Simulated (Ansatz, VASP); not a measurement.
## Ca in VASP and in Ansatz

```
Ca
1.0
     0.00000    2.76271    2.76271
     2.76271    0.00000    2.76271
     2.76271    2.76271    0.00000
Ca
1
Direct
  0.00000 0.00000 0.00000
```

Alike in both runs: task single point; functional PBE; k mesh 10 × 10 × 10; no spin polarisation.

|  | VASP | Ansatz |
| --- | --- | --- |
| version | VASP 6.6.1 | Ansatz 0.2.0 |
| potentials or method | VASP PAW PBE potentials, release 64 (Ca_sv), cutoff 520 eV | plane waves (420 eV) with PAW, scalar-relativistic |
| occupations | methfessel-paxton of order 1, width 0.1 eV | cold, width 0.1 eV |
| valence electrons in the cell | 10 | 10 |

```tsv
	VASP	Ansatz	Ansatz less VASP
pressure (GPa)	0.0	0.0	-0.01
```
